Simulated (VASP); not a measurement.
## ZnSe: single point with LDA

Crystal: ZnSe.

```
Zn Se
1.0
     0.00000    2.83242    2.83242
     2.83242    0.00000    2.83242
     2.83242    2.83242    0.00000
Zn Se
1 1
Direct
  0.00000 0.00000 0.00000
  0.25000 0.25000 0.25000
```

| Item | Value |
| --- | --- |
| Program | VASP 6.6.1 |
| Task | single point |
| Functional | LDA |
| Potentials or basis | VASP PAW LDA potentials, release 64 (Zn, Se) |
| Cutoff | 520 eV |
| k mesh | 6 × 6 × 6 |
| Occupations | gaussian, width 0.01 eV |
| Spin | no spin polarisation |
| Dipole correction | no |
| Further INCAR settings | ALGO = Normal; EDIFF = 1e-06; NBANDS = 16 |

```
Pressure               : -3.0 GPa
Band gap on the k mesh : 1.07 eV, direct
```

Levels at points of the mesh, in eV from the valence-band top:
```
           k point  band 5  band 6  band 7  band 8  band 9  band 10  band 11  band 12  band 13  band 14
(0.00, 0.00, 0.00)   -6.33   -6.33    0.00    0.00    0.00     1.07     5.70     5.70     5.70     9.65
(0.50, 0.00, 0.00)   -6.31   -6.17   -5.30   -0.88   -0.88     2.37     6.28     6.28     8.35    10.73
(0.50, 0.50, 0.00)   -6.28   -6.14   -4.84   -2.21   -2.21     2.80     3.32    10.53    11.09    11.09
```

Run time: 8.7 s on 1 thread of Intel(R) Xeon(R) 6975P-C (Granite Rapids), with other jobs on the host, peak memory 0.14 GiB.
